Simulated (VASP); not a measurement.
# NaHg3 (Fm-3m) in VASP: notebook

NaHg3 is run at these levels: LDA; tasks: single point.

Program: VASP 6.6.1. These are calculated values, not measurements. Logs are shortened: lines on timing, memory, paths and dates and some standing lists are left out, and cuts for length are marked.

## (1) The cell of the first run

The structure is cubic, space group Fm-3m (No. 225). Conventional cell: a = 7.322 Å, b = 7.322 Å, c = 7.322 Å, α = 90.00°, β = 90.00°, γ = 90.00°. Na (site symmetry m-3m) has 14 Hg at 3.17 to 3.66 Å within 4.2 Å. Hg (site symmetry -43m) has 4 Na at 3.17 Å and 10 Hg at 3.17 to 3.66 Å within 4.2 Å. Hg (site symmetry m-3m) has 8 Hg at 3.17 Å and 6 Na at 3.66 Å within 4.2 Å.

## (2) Single point, LDA

The input, INCAR:

```
SYSTEM = NaHg3
  PREC = Accurate
  ENCUT = 520
  EDIFF = 1E-6
  ISMEAR = -1
  SIGMA = 0.1
  LREAL = .False.
  LASPH = .True.
  NELM = 80
  ALGO = Normal
  ISIF = 2
  LWAVE = .False.
  LCHARG = .False.
  GGA = CA
  NBANDS = 30
```

The input, KPOINTS:

```
regular mesh
0
Gamma
  4 4 4
  0 0 0
```

The input, POSCAR:

```
NaHg3
1.0
    0.0000000000      3.6610784400      3.6610784400
    3.6610784400      0.0000000000      3.6610784400
    3.6610784400      3.6610784400      0.0000000000
Na Hg
1 3
Direct
    0.0000000000      0.0000000000      0.0000000000
    0.2500000000      0.2500000000      0.2500000000
    0.7500000000      0.7500000000      0.7500000000
    0.5000000000      0.5000000000      0.5000000000
```

Potentials or basis: VASP PAW LDA potentials, release 64 (Na_pv, Hg).

The run is started by

```
$ cat potpaw_LDA.64/Na_pv/POTCAR potpaw_LDA.64/Hg/POTCAR > POTCAR
$ mpirun -np 1 vasp_std > vasp.out
```

OUTCAR:

```text
SYSTEM = NaHg3
   PREC = Accurate
   ENCUT = 520
   EDIFF = 1E-6
   ISMEAR = -1
   LREAL = .False.
   LASPH = .True.
   NELM = 80
   ISIF = 2
   GGA = CA

 ion  position               nearest neighbor table
   1  0.000  0.000  0.000-   3 3.17   3 3.17   3 3.17   2 3.17   2 3.17   2 3.17   3 3.17   2 3.17

   2  0.250  0.250  0.250-   1 3.17   1 3.17   1 3.17   4 3.17   4 3.17   4 3.17   4 3.17   1 3.17
                             3 3.66   3 3.66   3 3.66   3 3.66   3 3.66   3 3.66
   3  0.750  0.750  0.750-   4 3.17   4 3.17   4 3.17   1 3.17   1 3.17   1 3.17   4 3.17   1 3.17
                             2 3.66   2 3.66   2 3.66   2 3.66   2 3.66   2 3.66
   4  0.500  0.500  0.500-   2 3.17   2 3.17   2 3.17   3 3.17   3 3.17   3 3.17   3 3.17   2 3.17

  LATTYP: Found a face centered cubic cell.
 ALAT       =     7.3221568800

  Lattice vectors:

 A1 = (   0.0000000000,   3.6610784400,   3.6610784400)
 A2 = (   3.6610784400,   0.0000000000,   3.6610784400)
 A3 = (   3.6610784400,   3.6610784400,   0.0000000000)

Analysis of symmetry for initial positions (statically):
=====================================================================
 Subroutine PRICEL returns:
 Original cell was already a primitive cell.

 Routine SETGRP: Setting up the symmetry group for a
 face centered cubic supercell.

 Subroutine GETGRP returns: Found 48 space group operations
 (whereof 48 operations were pure point group operations)
 out of a pool of 48 trial point group operations.

The static configuration has the point symmetry O_h .

Analysis of symmetry for dynamics (positions and initial velocities):
=====================================================================
 Subroutine PRICEL returns:
 Original cell was already a primitive cell.

 Routine SETGRP: Setting up the symmetry group for a
 face centered cubic supercell.

 Subroutine GETGRP returns: Found 48 space group operations
 (whereof 48 operations were pure point group operations)
 out of a pool of 48 trial point group operations.

The dynamic configuration has the point symmetry O_h .

 Subroutine INISYM returns: Found 48 space group operations
 (whereof 48 operations are pure point group operations),
 and found     1 'primitive' translations

----------------------------------------------------------------------------------------

                                     Primitive cell

  volume of cell :      98.1425

  direct lattice vectors                    reciprocal lattice vectors
     0.000000000  3.661078440  3.661078440    -0.136571780  0.136571780  0.136571780
     3.661078440  0.000000000  3.661078440     0.136571780 -0.136571780  0.136571780
     3.661078440  3.661078440  0.000000000     0.136571780  0.136571780 -0.136571780

  length of vectors
     5.177546783  5.177546783  5.177546783     0.236549262  0.236549262  0.236549262

  position of ions in fractional coordinates (direct lattice)
     0.000000000  0.000000000  0.000000000
     0.250000000  0.250000000  0.250000000
     0.750000000  0.750000000  0.750000000
     0.500000000  0.500000000  0.500000000

  ion indices of the primitive-cell ions
   primitive index   ion index
                 1           1
                 2           2
                 3           3
                 4           4

----------------------------------------------------------------------------------------

 KPOINTS: regular mesh

Automatic generation of k-mesh.
 Grid dimensions read from file:
 generate k-points for:    4    4    4

 Generating k-lattice:

  Cartesian coordinates                     Fractional coordinates (reciprocal lattice)
    -0.034142945  0.034142945  0.034142945     0.250000000  0.000000000  0.000000000
     0.034142945 -0.034142945  0.034142945     0.000000000  0.250000000  0.000000000
     0.034142945  0.034142945 -0.034142945     0.000000000  0.000000000  0.250000000

  Length of vectors
     0.059137316  0.059137316  0.059137316

  Shift w.r.t. Gamma in fractional coordinates (k-lattice)
     0.000000000  0.000000000  0.000000000

 Subroutine IBZKPT returns following result:
 ===========================================

 Found      8 irreducible k-points:

 Following reciprocal coordinates:
            Coordinates               Weight
  0.000000  0.000000  0.000000      1.000000
  0.250000  0.000000  0.000000      8.000000
  0.500000  0.000000  0.000000      4.000000
  0.250000  0.250000  0.000000      6.000000
  0.500000  0.250000  0.000000     24.000000
 -0.250000  0.250000  0.000000     12.000000
  0.500000  0.500000  0.000000      3.000000
 -0.250000  0.500000  0.250000      6.000000
   k-points           NKPTS =      8   k-points in BZ     NKDIM =      8   number of bands    NBANDS=     30
   number of dos      NEDOS =    301   number of ions     NIONS =      4
   total plane-waves  NPLWV =  64000
   dimension x,y,z NGX =    40 NGY =   40 NGZ =   40
   dimension x,y,z NGXF=    80 NGYF=   80 NGZF=   80
   ions per type =               1   3
   NGX,Y,Z   is equivalent  to a cutoff of  12.84, 12.84, 12.84 a.u.
   NGXF,Y,Z  is equivalent  to a cutoff of  25.69, 25.69, 25.69 a.u.
 SYSTEM =  NaHg3
   PREC   = accura    normal or accurate (medium, high low for compatibility)
   ISTART =      0    job   : 0-new  1-cont  2-samecut
   ICHARG =      2    charge: 1-file 2-atom 10-const
   ISPIN  =      1    spin polarized calculation?
   LNONCOLLINEAR =      F non collinear calculations
   LSORBIT =      F    spin-orbit coupling
   LASPH  =      T    aspherical Exc in radial PAW
   ENCUT  =  520.0 eV  38.22 Ry    6.18 a.u.   9.63  9.63  9.63*2*pi/ulx,y,z
   NELM   =     80;   NELMIN=  2; NELMDL= -5     # of ELM steps
   EDIFF  = 0.1E-05   stopping-criterion for ELM
   LREAL  =      F    real-space projection
   EDIFFG = 0.1E-04   stopping-criterion for IOM
   NSW    =      0    number of steps for IOM
   IBRION =     -1    ionic relax: 0-MD 1-quasi-New 2-CG
   NFREE  =      0    steps in history (QN), initial steepest desc. (CG)
   ISIF   =      2    stress and relaxation
   ISYM   =      2    0-nonsym 1-usesym 2-fastsym
   POTIM  = 0.5000    time-step for ionic-motion
   TEBEG  =    0.0;   TEEND  =   0.0 temperature during run
   PSTRESS=    0.0 pullay stress
   NELECT =      43.0000    total number of electrons
   NUPDOWN=      -1.0000    fix difference up-down
   EMIN   =  10.00;   EMAX   =-10.00  energy-range for DOS
   EFERMI =   0.00;   METHOD = LEGACY
   ISMEAR =    -1;   SIGMA  =   0.10  broadening in eV -4-tet -1-fermi 0-gaus
   EFERMI_NEDOS =   21; number of points for ismear=-14 and -15
   IALGO  =     38    algorithm
   IMIX   =      4    mixing-type and parameters
     AMIX     =   0.40;   BMIX     =  1.00
     AMIX_MAG =   1.60;   BMIX_MAG =  1.00
  volume/ion in A,a.u.               =      24.54       165.57
  Fermi-wavevector in a.u.,A,eV,Ry     =   1.243403  2.349691 21.035305  1.546051
  Thomas-Fermi vector in A             =   2.377715
   LORBIT       =      0    0 simple, 1 ext, 2 COOP (PROOUT), +10 PAW based schemes
   GGA     = CA    functional components
   LHFCALC =     F    Hartree Fock is set to
   AEXX    =    0.0000 exact exchange contribution
   IVDW    =     0    specifies the selected vdW correction
   LEPSILON=     F    determine dielectric tensor
   LRPA    =     F    only Hartree local field effects (RPA)
 non-spin polarized calculation
  energy-cutoff  :      520.00
  volume of cell :       98.14
 maximum number of plane-waves:      2685
 NGX is ok and might be reduce to    40
   NGX = 19   NGY = 19   NGZ = 19

 number of electron      42.9999994 magnetization

 Free energy of the ion-electron system (eV)
  ---------------------------------------------------
  ext. energy  EPLUGINS =         0.00000000
  ---------------------------------------------------
  free energy    TOTEN  =        -4.92655945 eV

  energy without entropy =       -4.84940555  energy(sigma->0) =       -4.88798250

 E-fermi :   2.1419     XC(G=0): -10.2386

 val. band max:        2.0295868536   @ k =   0.5000   0.2500   0.0000
 cond. band min:       2.3263977921   @ k =   0.2500   0.2500   0.0000
 fundamental gap:      0.2968109384
 Fermi energy:         2.1419146199

 k-point     1 :       0.0000    0.0000    0.0000
  band No.  band energies     occupation
      1     -22.4406      2.00000
      2     -22.4406      2.00000
      3     -22.4406      2.00000
      4      -6.1002      2.00000
      5      -5.4645      2.00000
      6      -5.4645      2.00000
[... 22 lines left out ...]
     29       7.1795      0.00000
     30       7.1795      0.00000

 k-point     2 :       0.2500    0.0000    0.0000
  band No.  band energies     occupation
      1     -22.4412      2.00000
      2     -22.4407      2.00000
      3     -22.4407      2.00000
      4      -5.6319      2.00000
      5      -5.3273      2.00000
      6      -5.3273      2.00000
[... 22 lines left out ...]
     29       7.8709      0.00000
     30       9.7460      0.00000

 k-point     3 :       0.5000    0.0000    0.0000
  band No.  band energies     occupation
      1     -22.4418      2.00000
      2     -22.4407      2.00000
      3     -22.4407      2.00000
      4      -5.3134      2.00000
      5      -5.3069      2.00000
      6      -5.3069      2.00000
[... 22 lines left out ...]
     29       9.7382      0.00000
     30      10.2193      0.00000

 k-point     4 :       0.2500    0.2500    0.0000
  band No.  band energies     occupation
      1     -22.4413      2.00000
      2     -22.4407      2.00000
      3     -22.4407      2.00000
      4      -5.6018      2.00000
      5      -5.3142      2.00000
      6      -5.3002      2.00000
[... 22 lines left out ...]
     29       9.1948      0.00000
     30       9.1948      0.00000

 k-point     5 :       0.5000    0.2500    0.0000
  band No.  band energies     occupation
      1     -22.4416      2.00000
      2     -22.4410      2.00000
      3     -22.4408      2.00000
      4      -5.4159      2.00000
      5      -5.3885      2.00000
      6      -5.3277      2.00000
[... 22 lines left out ...]
     29      10.0758      0.00000
     30      10.9243      0.00000

 k-point     6 :      -0.2500    0.2500    0.0000
  band No.  band energies     occupation
      1     -22.4415      2.00000
      2     -22.4411      2.00000
      3     -22.4407      2.00000
      4      -5.4320      2.00000
      5      -5.3376      2.00000
      6      -5.2761      2.00000
[... 22 lines left out ...]
     29       9.4972      0.00000
     30      10.9967      0.00000

 k-point     7 :       0.5000    0.5000    0.0000
  band No.  band energies     occupation
      1     -22.4419      2.00000
      2     -22.4408      2.00000
      3     -22.4408      2.00000
      4      -5.5380      2.00000
      5      -5.5003      2.00000
      6      -5.3213      2.00000
[... 22 lines left out ...]
     29      11.1889      0.00000
     30      11.1896      0.00000

 k-point     8 :      -0.2500    0.5000    0.2500
  band No.  band energies     occupation
      1     -22.4414      2.00000
      2     -22.4414      2.00000
      3     -22.4409      2.00000
      4      -5.4398      2.00000
      5      -5.4398      2.00000
      6      -5.3241      2.00000
[... 22 lines left out ...]
     29      11.2994      0.00000
     30      11.2994      0.00000

------------------------ aborting loop because EDIFF is reached ----------------------------------------

  FORCE on cell =-STRESS in cart. coord.  units (eV):
  Direction    XX          YY          ZZ          XY          YZ          ZX
  --------------------------------------------------------------------------------------
  -------------------------------------------------------------------------------------
  Total       -2.0180981     -2.0180981     -2.0180981      0.0000000     -0.0000000      0.0000000
  in kB      -32.9454744    -32.9454744    -32.9454744      0.0000000     -0.0000000      0.0000000
  external PRESSURE =     -32.9454744 kB  Pullay stress =       0.0000000 kB

 VOLUME and BASIS-vectors are now :
 -----------------------------------------------------------------------------
  energy-cutoff  :      520.00
  volume of cell :       98.14
      direct lattice vectors                 reciprocal lattice vectors
     0.000000000  3.661078440  3.661078440    -0.136571780  0.136571780  0.136571780
     3.661078440  0.000000000  3.661078440     0.136571780 -0.136571780  0.136571780
     3.661078440  3.661078440  0.000000000     0.136571780  0.136571780 -0.136571780

 POSITION                                       TOTAL-FORCE (eV/Angst)
 -----------------------------------------------------------------------------------
      0.00000      0.00000      0.00000        -0.000000      0.000000      0.000000
      1.83054      1.83054      1.83054        -0.000000     -0.000000     -0.000000
      5.49162      5.49162      5.49162         0.000000      0.000000      0.000000
      3.66108      3.66108      3.66108        -0.000000      0.000000      0.000000
 -----------------------------------------------------------------------------------
    total drift:                               -0.000000      0.000000      0.000000

  FREE ENERGIE OF THE ION-ELECTRON SYSTEM (eV)
  ---------------------------------------------------
  free  energy   TOTEN  =        -4.9265594478 eV

  energy  without entropy=       -4.8494055494  energy(sigma->0) =       -4.88798250
```

Wall time 27 s (1 thread of AMD EPYC 7R43 (Zen 3), shared host); peak memory 0.16 GiB.

Results:

```
Free energy : -4.9266 eV
Pressure    : -3.3 GPa
```

Levels at points of the mesh, in eV from the Fermi level:
| k point | band 17 | band 18 | band 19 | band 20 | band 21 | band 22 | band 23 | band 24 | band 25 | band 26 |
| --- | --- | --- | --- | --- | --- | --- | --- | --- | --- | --- |
| (0.00, 0.00, 0.00) | -6.34 | -6.34 | -6.34 | -1.10 | 0.83 | 2.34 | 2.34 | 2.34 | 3.41 | 3.41 |
| (0.50, 0.00, 0.00) | -6.21 | -6.21 | -5.31 | -5.27 | -0.63 | 1.36 | 1.36 | 2.15 | 2.99 | 2.99 |
| (0.50, 0.50, 0.00) | -6.15 | -6.15 | -4.88 | -4.42 | -2.24 | -0.93 | -0.93 | 1.64 | 7.30 | 7.30 |

Caveat: the k points lie up to 0.37 Å⁻¹ apart; spin-orbit coupling is left out, which moves the levels of the heavy elements.

## (3) Single point, LDA

The input, INCAR:

```
PREC     = Accurate       # precision mode
ENCUT    = 520            # plane-wave cutoff, eV
EDIFF    = 1E-6           # SCF threshold, eV
ISMEAR   = -1             # smearing method
SIGMA    = 0.1            # smearing width, eV
LREAL    = F              # projectors in reciprocal space
LASPH    = T              # aspherical terms in the spheres
NELM     = 80             # most SCF steps
ALGO     = Normal         # electronic algorithm
ISIF     = 2              # what is computed and relaxed
LWAVE    = F              # write WAVECAR
LCHARG   = F              # write CHGCAR
GGA      = CA             # functional
NBANDS   = 30             # bands
```

The input, KPOINTS:

```
Automatic mesh
0
Gamma
  5 5 5
```

POSCAR is that of step 2.

Potentials or basis: VASP PAW LDA potentials, release 64 (Na_pv, Hg).

The run is started by

```
$ cat potpaw_LDA.64/Na_pv/POTCAR potpaw_LDA.64/Hg/POTCAR > POTCAR
$ mpirun -np 1 vasp_std > vasp.out
```

OUTCAR:

```text
PREC = Accurate
   ENCUT = 520
   EDIFF = 1E-6
   ISMEAR = -1
   LREAL = F
   LASPH = T
   NELM = 80
   ISIF = 2
   GGA = CA

 ion  position               nearest neighbor table
   1  0.000  0.000  0.000-   3 3.17   3 3.17   3 3.17   2 3.17   2 3.17   2 3.17   3 3.17   2 3.17

   2  0.250  0.250  0.250-   1 3.17   1 3.17   1 3.17   4 3.17   4 3.17   4 3.17   4 3.17   1 3.17
                             3 3.66   3 3.66   3 3.66   3 3.66   3 3.66   3 3.66
   3  0.750  0.750  0.750-   4 3.17   4 3.17   4 3.17   1 3.17   1 3.17   1 3.17   4 3.17   1 3.17
                             2 3.66   2 3.66   2 3.66   2 3.66   2 3.66   2 3.66
[... 515 lines left out ...]
  -------------------------------------------------------------------------------------
  Total       -1.9248629     -1.9248629     -1.9248629     -0.0000000      0.0000000     -0.0000000
  in kB      -31.4234083    -31.4234083    -31.4234083     -0.0000000      0.0000000     -0.0000000
  external PRESSURE =     -31.4234083 kB  Pullay stress =       0.0000000 kB

 VOLUME and BASIS-vectors are now :
 -----------------------------------------------------------------------------
  energy-cutoff  :      520.00
  volume of cell :       98.14
      direct lattice vectors                 reciprocal lattice vectors
     0.000000000  3.661078440  3.661078440    -0.136571780  0.136571780  0.136571780
     3.661078440  0.000000000  3.661078440     0.136571780 -0.136571780  0.136571780
     3.661078440  3.661078440  0.000000000     0.136571780  0.136571780 -0.136571780

 POSITION                                       TOTAL-FORCE (eV/Angst)
 -----------------------------------------------------------------------------------
      0.00000      0.00000      0.00000         0.000000     -0.000000      0.000000
      1.83054      1.83054      1.83054         0.000000      0.000000     -0.000000
      5.49162      5.49162      5.49162        -0.000000     -0.000000     -0.000000
      3.66108      3.66108      3.66108         0.000000     -0.000000      0.000000
 -----------------------------------------------------------------------------------
    total drift:                               -0.000000      0.000000      0.000000

  FREE ENERGIE OF THE ION-ELECTRON SYSTEM (eV)
  ---------------------------------------------------
  free  energy   TOTEN  =        -5.1055444239 eV

  energy  without entropy=       -5.0681387962  energy(sigma->0) =       -5.08684161
```

Wall time 38 s (1 thread of AMD EPYC 7R43 (Zen 3), shared host); peak memory 0.16 GiB.

What came out:

| Item | Value |
| --- | --- |
| Free energy | -5.1055 eV |
| Pressure | -3.1 GPa |

Caveat: spin-orbit coupling is left out, which moves the levels of the heavy elements.

## (4) Single point, LDA

The input, INCAR:

```
SYSTEM = NaHg3
PREC     = Accurate       ! precision mode
ENCUT    = 520            ! plane-wave cutoff, eV
EDIFF    = 1E-6           ! SCF threshold, eV
ISMEAR   = -1             ! smearing method
SIGMA    = 0.1            ! smearing width, eV
LREAL    = .False.        ! projectors in reciprocal space
LASPH    = .True.         ! aspherical terms in the spheres
NELM     = 80             ! most SCF steps
ALGO     = Normal         ! electronic algorithm
ISIF     = 2              ! what is computed and relaxed
LWAVE    = .False.        ! write WAVECAR
LCHARG   = .True.         ! write CHGCAR
LELF     = .True.         ! ELF
LVHAR    = .True.       
NBANDS   = 30             ! bands
```

The input, KPOINTS:

```
Automatic mesh
0
Gamma
  7 7 7
  0 0 0
```

POSCAR is that of step 3.

The run is started by

```
$ cat potpaw_LDA.64/Na_pv/POTCAR potpaw_LDA.64/Hg/POTCAR > POTCAR
$ mpirun -np 1 vasp_std > vasp.out
```

Run time: 77 s. Hardware: 1 thread of AMD EPYC 7R43 (Zen 3), shared host; peak memory 0.18 GiB.

It converged, with:

```yaml
Free_energy: -5.1191 eV
Pressure: -3.6 GPa
```

Levels at points of the mesh, in eV from the Fermi level:
```tsv
k point	band 19	band 20	band 21	band 22	band 23	band 24
(0.00, 0.00, 0.00)	-6.22	-0.96	0.95	2.48	2.48	2.48
```

Caveat: spin-orbit coupling is left out, which moves the levels of the heavy elements.

## (5) Summary

```csv
k mesh,gap on the mesh (eV),pressure (GPa)
4 × 4 × 4,none,-3.3
5 × 5 × 5,none,-3.1
7 × 7 × 7,none,-3.6
```

Alike in all rows: task single point; level LDA; potentials or basis VASP PAW LDA potentials, release 64 (Na_pv, Hg); no spin polarisation; cell as given; cutoff (eV) 520; smearing fermi-dirac 0.1 eV.

Caveats: some runs use coarse meshes; spin-orbit coupling is left out, which moves the levels of the heavy elements.

Absolute energies hang on the potentials; compare differences alone.
